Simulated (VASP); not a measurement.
Input of a VASP 6.6.1 run:

Contents of INCAR:

```
SYSTEM = Si2Mo
PREC = Accurate ; ENCUT = 600
EDIFF = 1E-6 ; ISMEAR = 0
SIGMA = 0.1 ; LREAL = .False.
LASPH = .True. ; NELM = 60
ALGO = Normal ; ISIF = 4
LWAVE = .False. ; LCHARG = .False.
GGA = PE ; IBRION = 2
NSW = 50 ; EDIFFG = -0.01
```

File KPOINTS:

```
regular mesh
0
Gamma
  18 18 18
  0 0 0
```

The input POSCAR:

```
Si2Mo
1.0
   -1.6243497062      1.6243497062      3.9754878856
    1.6243497062     -1.6243497062      3.9754878856
    1.6243497062      1.6243497062     -3.9754878856
Si Mo
2 1
Direct
    0.3350991393      0.3350991393      0.0000000000
    0.6649008607      0.6649008607      0.0000000000
    0.0000000000      0.0000000000      0.0000000000
```

Potentials or basis: VASP PAW PBE potentials, release 64 (Si, Mo_sv).

Run with:

```sh
$ cat potpaw_PBE.64/Si/POTCAR potpaw_PBE.64/Mo_sv/POTCAR > POTCAR
$ mpirun -np 1 vasp_std > vasp.out
```

Question: Estimate the band gap on the k mesh.

Answer: Zero (bands 11 and 12 overlap by 0.91 eV).

Final structure:
```cif
data_structure
_symmetry_space_group_name_H-M 'P 1'
_symmetry_Int_Tables_number 1
_cell_length_a 4.5875
_cell_length_b 4.5875
_cell_length_c 4.5875
_cell_angle_alpha 138.496
_cell_angle_beta 138.496
_cell_angle_gamma 60.144
_cell_volume 41.96
loop_
_atom_site_label
_atom_site_type_symbol
_atom_site_fract_x
_atom_site_fract_y
_atom_site_fract_z
_atom_site_occupancy
Si1 Si 0.33555 0.33555 0.00000 1
Si2 Si 0.66445 0.66445 0.00000 1
Mo1 Mo 0.00000 0.00000 0.00000 1
```
